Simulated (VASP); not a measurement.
Here is a VASP 6.6.1 calculation.

Contents of INCAR:

```
ALGO     = Fast           # electronic algorithm
EDIFF    = 1E-6           # SCF threshold, eV
ENCUT    = 520            # plane-wave cutoff, eV
GGA      = PE             # functional
ISIF     = 2              # what is computed and relaxed
ISMEAR   = 0              # smearing method
LASPH    = True           # aspherical terms in the spheres
LCHARG   = False          # write CHGCAR
LREAL    = False          # projectors in reciprocal space
LWAVE    = False          # write WAVECAR
NBANDS   = 16             # bands
NELM     = 80             # most SCF steps
PREC     = Accurate       # precision mode
SIGMA    = 0.15           # smearing width, eV
```

File KPOINTS:

```
k-points
0
Gamma
  10 10 14
```

Contents of POSCAR:

```
Al2Cu
1.0
    4.2860091319      0.0000000000      0.0000000000
    0.0000000000      4.2860091319      0.0000000000
    0.0000000000      0.0000000000      2.8847334069
Al Cu
2 1
Direct
    0.5000000000      0.0019538196      0.5000000000
    0.0000000000      0.4913859260      0.5000000000
    0.0000000000      0.0028279343      0.0000000000
```

Potentials or basis: VASP PAW PBE potentials, release 64 (Al, Cu).

The run is started by

```bash
$ cat potpaw_PBE.64/Al/POTCAR potpaw_PBE.64/Cu/POTCAR > POTCAR
$ mpirun -np 1 vasp_std > vasp.out
```

**Question.** Predict the pressure.

**Answer.** -5.2 GPa.

**Question.** What does it give for the largest force?

**Answer.** 0.300 eV/Å.

Stress tensor (GPa, compression positive):
```
-5.76  0.00  0.00
 0.00 -5.65  0.00
 0.00  0.00 -4.29
```

Caveat: the cell differs from its parent crystal (atoms displaced along a vibrational mode, the cell strained); the cell stands under tension.
